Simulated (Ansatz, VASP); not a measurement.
# One calculation of Ga, two programs

```
Ga
1.0
     2.29958   -3.89737    0.00000
     2.29958    3.89737    0.00000
     0.00000    0.00000    4.60529
Ga
4
Direct
  0.15250 0.84750 0.07850
  0.65250 0.34750 0.42150
  0.84750 0.15250 0.92150
  0.34750 0.65250 0.57850
```

Change from the starting cell: volume scaled by 1.06, crystal datasets.

Alike in both runs: task electric field gradients; functional PBE; k mesh 9 × 9 × 8; occupations fermi-dirac, width 0.05 eV; no spin polarisation.

```csv
,VASP,Ansatz
version,VASP 6.6.1,Ansatz 0.2.0
potentials or method,"VASP PAW PBE potentials, release 64 (Ga_d), cutoff 520 eV","all-electron PAW with datasets made for the crystal, scalar-relativistic"
```

```csv
,VASP,Ansatz,Ansatz less VASP
pressure (GPa),-0.7,-0.8,-0.10
"traceless stress, the component that is largest in VASP (GPa)",1.10,1.07,-0.030
rms of the force components (eV/Å),0.234,0.233,-0.0006
size of Vzz on the site where it differs most (V/Å²),48.0,51.0,+2.95
```

Atom by atom the forces differ by 0.001 eV/Å (rms over components). Ansatz ran all-electron here, and VASP with PAW potentials.
